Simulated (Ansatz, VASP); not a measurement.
Two plane-wave programs on Sb

```
Sb
1.0
     0.00000    2.38646    2.38646
     2.38646    0.00000    2.38646
     2.38646    2.38646    0.00000
Sb
1
Direct
  0.00000 0.00000 0.00000
```

Alike in both runs: functional r2SCAN; k mesh 11 × 11 × 11; occupations fermi-dirac, width 0.1 eV; no spin polarisation.

Ansatz relaxed the structure, and its values are those at the end. VASP's run is a single point on that final structure, the one shown.

|  | VASP | Ansatz |
| --- | --- | --- |
| version | VASP 6.6.1 | Ansatz 0.2.0 |
| potentials or method | VASP PAW PBE potentials, release 64 (Sb), cutoff 520 eV | plane waves (500 eV) with PAW, scalar-relativistic |
| valence electrons in the cell | 5 | 15 |

Ansatz gave:

```
pressure (GPa) : 0.0
```

**Question.** Estimate VASP's values.

**Answer.** Pressure (GPa): -0.2.

VASP's potentials were made for PBE, not for r2SCAN. VASP's potentials hold 5 valence electrons a cell and Ansatz's 15, so a difference there can come from the potentials and not from the codes.

Spin-orbit coupling is off throughout.
